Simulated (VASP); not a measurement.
# BiTe (R-3m) in VASP: single point with PBE

Aim: the single point of BiTe with PBE.

All numbers are computed with VASP 6.6.1; they aren't measurements. Logs are shortened: lines on timing, memory, paths and dates and some standing lists are left out, and cuts for length are marked.

## (1) The cell of the first run

Symmetry: R-3m, No. 166, trigonal system. Conventional cell: a = 4.845 Å, b = 4.845 Å, c = 9.952 Å, α = 90.00°, β = 90.00°, γ = 120.00°. Bi (site symmetry -3m) has 6 Te at 3.25 Å within 4.3 Å. Te (site symmetry -3m) has 6 Bi at 3.25 Å within 4.3 Å.

## (2) Single point, PBE

File INCAR:

```
PREC = Accurate ; ENCUT = 520
EDIFF = 1E-6 ; ISMEAR = 0
SIGMA = 0.15 ; LREAL = False
LASPH = True ; NELM = 100
ALGO = Normal ; ISIF = 2
LWAVE = False ; LCHARG = True
GGA = PE ; LELF = True
LVHAR = True ; NBANDS = 18
```

File KPOINTS:

```
regular mesh
0
Gamma
  12 12 12
```

File POSCAR:

```
BiTe
1.0
    2.4227077728      1.3987509848      3.3172919545
   -2.4227077728      1.3987509848      3.3172919545
    0.0000000000     -2.7975019696      3.3172919545
Bi Te
1 1
Direct
    0.5000000000      0.5000000000      0.5000000000
    0.0000000000      0.0000000000      0.0000000000
```

Potentials or basis: VASP PAW PBE potentials, release 64 (Bi_d, Te).

Launch:

```sh
> cat potpaw_PBE.64/Bi_d/POTCAR potpaw_PBE.64/Te/POTCAR > POTCAR
> mpirun -np 1 vasp_std > vasp.out
```

OUTCAR:

```text
PREC = Accurate
   ENCUT = 520
   EDIFF = 1E-6
   ISMEAR = 0
   LREAL = False
   LASPH = True
   NELM = 100
   ISIF = 2
   GGA = PE

 ion  position               nearest neighbor table
   1  0.500  0.500  0.500-   2 3.25   2 3.25   2 3.25   2 3.25   2 3.25   2 3.25
   2  0.000  0.000  0.000-   1 3.25   1 3.25   1 3.25   1 3.25   1 3.25   1 3.25

  LATTYP: Found a trigonal (rhomboedric) cell.
 ALAT       =     4.3394058558
 COS(alpha) =     0.3765932224

  Lattice vectors:

 A1 = (   2.4227077728,   1.3987509848,   3.3172919545)
 A2 = (  -2.4227077728,   1.3987509848,   3.3172919545)
 A3 = (   0.0000000000,  -2.7975019696,   3.3172919545)

Analysis of symmetry for initial positions (statically):
=====================================================================
 Subroutine PRICEL returns:
 Original cell was already a primitive cell.

 Routine SETGRP: Setting up the symmetry group for a
 trigonal (rhombohedral) supercell.

 Subroutine GETGRP returns: Found 12 space group operations
 (whereof 12 operations were pure point group operations)
 out of a pool of 12 trial point group operations.

The static configuration has the point symmetry D_3d.

Analysis of symmetry for dynamics (positions and initial velocities):
=====================================================================
 Subroutine PRICEL returns:
 Original cell was already a primitive cell.

 Routine SETGRP: Setting up the symmetry group for a
 trigonal (rhombohedral) supercell.

 Subroutine GETGRP returns: Found 12 space group operations
 (whereof 12 operations were pure point group operations)
 out of a pool of 12 trial point group operations.

The dynamic configuration has the point symmetry D_3d.

 Subroutine INISYM returns: Found 12 space group operations
 (whereof 12 operations are pure point group operations),
 and found     1 'primitive' translations

----------------------------------------------------------------------------------------

                                     Primitive cell

  volume of cell :      67.4491

  direct lattice vectors                    reciprocal lattice vectors
     2.422707773  1.398750985  3.317291954     0.206380648  0.119153923  0.100483568
    -2.422707773  1.398750985  3.317291954    -0.206380648  0.119153923  0.100483568
     0.000000000 -2.797501970  3.317291954     0.000000000 -0.238307845  0.100483568

  length of vectors
     4.339405856  4.339405856  4.339405856     0.258626326  0.258626326  0.258626326

  position of ions in fractional coordinates (direct lattice)
     0.500000000  0.500000000  0.500000000
     0.000000000  0.000000000  0.000000000

  ion indices of the primitive-cell ions
   primitive index   ion index
                 1           1
                 2           2

----------------------------------------------------------------------------------------

 KPOINTS: regular mesh

Automatic generation of k-mesh.
 Grid dimensions read from file:
 generate k-points for:   12   12   12

 Generating k-lattice:

  Cartesian coordinates                     Fractional coordinates (reciprocal lattice)
     0.017198387  0.009929494  0.008373631     0.083333333 -0.000000000  0.000000000
    -0.017198387  0.009929494  0.008373631    -0.000000000  0.083333333  0.000000000
     0.000000000 -0.019858987  0.008373631     0.000000000  0.000000000  0.083333333

  Length of vectors
     0.021552194  0.021552194  0.021552194

  Shift w.r.t. Gamma in fractional coordinates (k-lattice)
     0.000000000  0.000000000  0.000000000

 Subroutine IBZKPT returns following result:
 ===========================================

 Found    189 irreducible k-points:

 Following reciprocal coordinates:
            Coordinates               Weight
  0.000000  0.000000  0.000000      1.000000
  0.083333 -0.000000  0.000000      6.000000
  0.166667 -0.000000  0.000000      6.000000
  0.250000 -0.000000  0.000000      6.000000
  0.333333 -0.000000  0.000000      6.000000
  0.416667 -0.000000  0.000000      6.000000
[... 16 lines left out ...]
  0.500000  0.166667 -0.000000     12.000000
 -0.416667  0.166667 -0.000000     12.000000
 [... further k-points ...]
   k-points           NKPTS =    189   k-points in BZ     NKDIM =    189   number of bands    NBANDS=     18
   number of dos      NEDOS =    301   number of ions     NIONS =      2
   total plane-waves  NPLWV =  32768
   dimension x,y,z NGX =    32 NGY =   32 NGZ =   32
   dimension x,y,z NGXF=    64 NGYF=   64 NGZF=   64
   ions per type =               1   1
   NGX,Y,Z   is equivalent  to a cutoff of  12.26, 12.26, 12.26 a.u.
   NGXF,Y,Z  is equivalent  to a cutoff of  24.52, 24.52, 24.52 a.u.
 SYSTEM =  unknown system
   PREC   = accura    normal or accurate (medium, high low for compatibility)
   ISTART =      0    job   : 0-new  1-cont  2-samecut
   ICHARG =      2    charge: 1-file 2-atom 10-const
   ISPIN  =      1    spin polarized calculation?
   LNONCOLLINEAR =      F non collinear calculations
   LSORBIT =      F    spin-orbit coupling
   LASPH  =      T    aspherical Exc in radial PAW
   ENCUT  =  520.0 eV  38.22 Ry    6.18 a.u.   8.07  8.07  8.07*2*pi/ulx,y,z
   NELM   =    100;   NELMIN=  2; NELMDL= -5     # of ELM steps
   EDIFF  = 0.1E-05   stopping-criterion for ELM
   LREAL  =      F    real-space projection
   EDIFFG = 0.1E-04   stopping-criterion for IOM
   NSW    =      0    number of steps for IOM
   IBRION =     -1    ionic relax: 0-MD 1-quasi-New 2-CG
   NFREE  =      0    steps in history (QN), initial steepest desc. (CG)
   ISIF   =      2    stress and relaxation
   ISYM   =      2    0-nonsym 1-usesym 2-fastsym
   POTIM  = 0.5000    time-step for ionic-motion
   TEBEG  =    0.0;   TEEND  =   0.0 temperature during run
   PSTRESS=    0.0 pullay stress
   NELECT =      21.0000    total number of electrons
   NUPDOWN=      -1.0000    fix difference up-down
   EMIN   =  10.00;   EMAX   =-10.00  energy-range for DOS
   EFERMI =   0.00;   METHOD = LEGACY
   ISMEAR =     0;   SIGMA  =   0.15  broadening in eV -4-tet -1-fermi 0-gaus
   EFERMI_NEDOS =   21; number of points for ismear=-14 and -15
   IALGO  =     38    algorithm
   IMIX   =      4    mixing-type and parameters
     AMIX     =   0.40;   BMIX     =  1.00
     AMIX_MAG =   1.60;   BMIX_MAG =  1.00
  volume/ion in A,a.u.               =      33.72       227.58
  Fermi-wavevector in a.u.,A,eV,Ry     =   1.109573  2.096789 16.750837  1.231152
  Thomas-Fermi vector in A             =   2.246114
   LORBIT       =      0    0 simple, 1 ext, 2 COOP (PROOUT), +10 PAW based schemes
   GGA     = PE    functional components
   LHFCALC =     F    Hartree Fock is set to
   AEXX    =    0.0000 exact exchange contribution
   IVDW    =     0    specifies the selected vdW correction
   LEPSILON=     F    determine dielectric tensor
   LRPA    =     F    only Hartree local field effects (RPA)
 non-spin polarized calculation
 Gauss-broadening in eV      SIGMA  =   0.15
  energy-cutoff  :      520.00
  volume of cell :       67.45
 maximum number of plane-waves:      1832
   NGX = 17   NGY = 17   NGZ = 17

 number of electron      20.9999996 magnetization

 Free energy of the ion-electron system (eV)
  ---------------------------------------------------
  ext. energy  EPLUGINS =         0.00000000
  ---------------------------------------------------
  free energy    TOTEN  =        -7.18881466 eV

  energy without entropy =       -7.17408868  energy(sigma->0) =       -7.18145167

 E-fermi :   6.6761     XC(G=0):  -9.4769

 val. band max:        6.6754022562   @ k =   0.2500   0.1667   0.1667
 cond. band min:       6.6776599968   @ k =   0.3333   0.3333   0.1667
 fundamental gap:      0.0022577406
 Fermi energy:         6.6760720100

 k-point     1 :       0.0000    0.0000    0.0000
  band No.  band energies     occupation
      1     -16.5553      2.00000
      2     -16.5553      2.00000
      3     -16.5442      2.00000
      4     -16.5442      2.00000
      5     -16.5304      2.00000
      6      -6.8109      2.00000
[... 10 lines left out ...]
     17      13.3165      0.00000
     18      13.5506      0.00000

 k-point     2 :       0.0833   -0.0000    0.0000
  band No.  band energies     occupation
      1     -16.5552      2.00000
      2     -16.5552      2.00000
      3     -16.5446      2.00000
      4     -16.5437      2.00000
      5     -16.5303      2.00000
      6      -6.7517      2.00000
[... 10 lines left out ...]
     17      13.3305      0.00000
     18      13.8223      0.00000

 k-point     3 :       0.1667   -0.0000    0.0000
  band No.  band energies     occupation
      1     -16.5551      2.00000
      2     -16.5547      2.00000
      3     -16.5456      2.00000
      4     -16.5425      2.00000
      5     -16.5298      2.00000
      6      -6.5751      2.00000
[... 10 lines left out ...]
     17      14.1949      0.00000
     18      14.6069      0.00000

 k-point     4 :       0.2500   -0.0000    0.0000
  band No.  band energies     occupation
      1     -16.5551      2.00000
      2     -16.5542      2.00000
      3     -16.5468      2.00000
      4     -16.5409      2.00000
      5     -16.5289      2.00000
      6      -6.2841      2.00000
[... 375 lines left out ...]
      4     -16.5371      2.00000
      5     -16.5268      2.00000
      6      -5.5346      2.00000
[... 10 lines left out ...]
     17      16.0627      0.00000
     18      16.3747      0.00000

 k-point    23 :       0.5000    0.1667   -0.0000
  band No.  band energies     occupation
      1     -16.5570      2.00000
      2     -16.5542      2.00000
      3     -16.5472      2.00000
      4     -16.5371      2.00000
      5     -16.5262      2.00000
      6      -5.0510      2.00000
[... 10 lines left out ...]
     17      16.4178      0.00000
     18      17.2593      0.00000

 k-point    24 :      -0.4167    0.1667   -0.0000
  band No.  band energies     occupation
      1     -16.5560      2.00000
      2     -16.5547      2.00000
      3     -16.5470      2.00000
      4     -16.5377      2.00000
      5     -16.5266      2.00000
      6      -4.9071      2.00000
[... 10 lines left out ...]
     17      15.7172      0.00000
     18      16.3885      0.00000

 [... further k-points ...]

------------------------ aborting loop because EDIFF is reached ----------------------------------------

  FORCE on cell =-STRESS in cart. coord.  units (eV):
  Direction    XX          YY          ZZ          XY          YZ          ZX
  --------------------------------------------------------------------------------------
  -------------------------------------------------------------------------------------
  Total       -0.0424423     -0.0424423     -0.0305771      0.0000000     -0.0000000      0.0000000
  in kB       -1.0081692     -1.0081692     -0.7263238      0.0000000     -0.0000000      0.0000000
  external PRESSURE =      -0.9142207 kB  Pullay stress =       0.0000000 kB

 VOLUME and BASIS-vectors are now :
 -----------------------------------------------------------------------------
  energy-cutoff  :      520.00
  volume of cell :       67.45
      direct lattice vectors                 reciprocal lattice vectors
     2.422707773  1.398750985  3.317291954     0.206380648  0.119153923  0.100483568
    -2.422707773  1.398750985  3.317291954    -0.206380648  0.119153923  0.100483568
     0.000000000 -2.797501970  3.317291954     0.000000000 -0.238307845  0.100483568

 POSITION                                       TOTAL-FORCE (eV/Angst)
 -----------------------------------------------------------------------------------
      0.00000      0.00000      4.97594         0.000000      0.000000     -0.000000
      0.00000      0.00000      0.00000        -0.000000     -0.000000      0.000000
 -----------------------------------------------------------------------------------
    total drift:                               -0.000000      0.000000     -0.000000

  FREE ENERGIE OF THE ION-ELECTRON SYSTEM (eV)
  ---------------------------------------------------
  free  energy   TOTEN  =        -7.1888146588 eV

  energy  without entropy=       -7.1740886826  energy(sigma->0) =       -7.18145167
```

Wall time 50 s (1 thread of Intel Xeon 6975P-C (Granite Rapids), shared host); peak memory 0.35 GiB.

What came out:

```yaml
Free_energy: -7.1888 eV
Pressure: -0.1 GPa
```

Caveat: spin-orbit coupling is left out, which moves the levels of the heavy elements.
